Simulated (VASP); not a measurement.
A run of VASP 6.6.1:

File INCAR:

```
PREC = Accurate
ENCUT = 520
EDIFF = 1E-7
ISMEAR = 0
SIGMA = 0.1
LREAL = F
LASPH = T
NELM = 60
ALGO = Normal
ISIF = 2
LWAVE = F
LCHARG = F
GGA = PE
NBANDS = 41
```

KPOINTS

```
regular mesh
0
Gamma
  6 6 2
```

Contents of POSCAR:

```
NbCrCl
1.0
    3.2413842296      0.0000000000      0.0000000000
    0.0000000000      3.2413842296      0.0000000000
    0.0000000000      0.0000000000     10.9345851532
Nb Cr Cl
2 2 2
Direct
    0.5000000000      0.0000000000      0.1961176236
    0.0000000000      0.5000000000      0.8038823764
    0.5000000000      0.5000000000      0.0000000000
    0.0000000000      0.0000000000      0.0000000000
    0.0000000000      0.5000000000      0.3257505636
    0.5000000000      0.0000000000      0.6742494364
```

Potentials or basis: VASP PAW PBE potentials, release 64 (Nb_sv, Cr_pv, Cl).

Command:

```console
$ cat potpaw_PBE.64/Nb_sv/POTCAR potpaw_PBE.64/Cr_pv/POTCAR potpaw_PBE.64/Cl/POTCAR > POTCAR
$ mpirun -np 1 vasp_std > vasp.out
```

Hardware: 1 thread of Intel Xeon 8259CL, on a shared host.

Question: How long does it take, and how much memory?

Answer: Wall time 3.7 min on 1 thread of Intel Xeon 8259CL, on a shared host, peak memory 0.25 GiB. Counts: scf iterations 19, k points 20.
